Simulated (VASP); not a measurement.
A run of VASP 6.6.1:

File INCAR:

```
ALGO = Normal
EDIFF = 1E-7
ENCUT = 520
GGA = PS
ISIF = 2
ISMEAR = -1
LASPH = T
LCHARG = F
LREAL = F
LWAVE = F
NBANDS = 29
NELM = 80
PREC = Accurate
SIGMA = 0.05
```

File KPOINTS:

```
k-points
0
Gamma
  7 7 7
```

File POSCAR:

```
KZnF3
1.0
    3.9952635604      0.0000000000      0.0000000000
    0.0000000000      3.9952635604      0.0000000000
    0.0000000000      0.0000000000      3.9952635604
Zn K F
1 1 3
Direct
    0.5000000000      0.5000000000      0.5000000000
    0.0000000000      0.0000000000      0.0000000000
    0.5000000000      0.0000000000      0.5000000000
    0.0000000000      0.5000000000      0.5000000000
    0.5000000000      0.5000000000      0.0000000000
```

Potentials or basis: VASP PAW PBE potentials, release 64 (Zn, K_sv, F).

Run with:

```sh
$ cat potpaw_PBE.64/Zn/POTCAR potpaw_PBE.64/K_sv/POTCAR potpaw_PBE.64/F/POTCAR > POTCAR
$ mpirun -np 1 vasp_std > vasp.out
```

Hardware: 1 thread of Intel Xeon 8259CL (shared host).

Q: Estimate the wall time of this run.

A: It took 64 s on 1 thread of Intel Xeon 8259CL (shared host), peak memory 0.19 GiB. Counts: scf iterations 17, k points 20.
